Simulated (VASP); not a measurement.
Runs of VASP 6.6.1 on TiPb2. The structure is that of space group P6/mmm (No. 191), or close to it. The cells are those of the table. 

| task | cell | k mesh | cutoff (eV) | gap on the mesh (eV) | pressure (GPa) |
| --- | --- | --- | --- | --- | --- |
| relaxation of cell and atoms | relaxed from a = 4.875, b = 4.875, c = 3.429 Å, angles 90.0, 90.0, 120.0°, 3 atoms | 6 × 6 × 6 | 600 | none | 0.1 |
| single point | a = 4.875, b = 4.875, c = 3.429 Å, angles 90.0, 90.0, 120.0°, 3 atoms | 6 × 6 × 6 | 500 | none | 11.0 |
| single point | a = 5.396, b = 5.396, c = 3.071 Å, angles 90.0, 90.0, 120.0°, 3 atoms | 12 × 12 × 14 | 520 | none | (a) |
| single point | a = 5.389, b = 5.389, c = 3.101 Å, angles 90.0, 90.0, 120.0°, 3 atoms | 6 × 6 × 6 | 520 | none | -0.2 |

Alike in all rows: level PBE; potentials or basis VASP PAW PBE potentials, release 64 (Ti_sv, Pb_d); no spin polarisation; smearing gaussian 0.1 eV.

Q: Fill in the values left out.

A: (a) -0.1.

Caveats: spin-orbit coupling is left out, which moves the levels of the heavy elements; the stress differs along the axes, from -3 to 18 GPa (at least some runs).

A k mesh can miss the band edges, and the runs leave out spin-orbit coupling on Pb.

A gap of «none» marks levels without a gap at the run's occupations.
